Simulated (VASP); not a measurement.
Write the native input for VASP 6.6.1 that does the following.

* Task: single point
* Functional: PBEsol
* Potentials or basis: VASP PAW PBE potentials, release 64 (As)
* Cutoff: 520 eV
* k mesh: 8 × 8 × 8
* Occupations: fermi-dirac, width 0.05 eV
* Spin: no spin polarisation
* Dipole correction: no
* Further INCAR settings: ALGO = Normal; EDIFF = 1e-06; NBANDS = 8

The structure of As lies in POSCAR:

```
As
1.0
    2.7036817444      0.0000000000      0.0000000000
    0.0000000000      2.7036817444      0.0000000000
    0.0000000000      0.0000000000      2.7036817444
As
1
Direct
    0.5000000000      0.5000000000      0.5000000000
```

This isn't the form of As at room conditions, which is rhombohedral.

The input as run:

INCAR

```
SYSTEM = As
  PREC = Accurate
  ENCUT = 520
  EDIFF = 1E-6
  ISMEAR = -1
  SIGMA = 0.05
  LREAL = .False.
  LASPH = .True.
  NELM = 60
  ALGO = Normal
  ISIF = 2
  LWAVE = .False.
  LCHARG = .False.
  GGA = PS
  NBANDS = 8
```

KPOINTS

```
Automatic mesh
0
Gamma
  8 8 8
  0 0 0
```

Potentials or basis: VASP PAW PBE potentials, release 64 (As).

Run with:

```bash
$ cat potpaw_PBE.64/As/POTCAR > POTCAR
$ mpirun -np 1 vasp_std > vasp.out
```

Results of the run:

```json
{
  "Pressure": "-0.2 GPa",
  "Band gap on the k mesh": "zero (an odd number of electrons rules out a gap without spin polarisation)"
}
```

Caveat: the PAW data sets were made with another functional, which shifts forces and pressure a little.

Wall time 5.6 s on 1 thread of Intel Xeon 8259CL (shared host), peak memory 0.12 GiB.
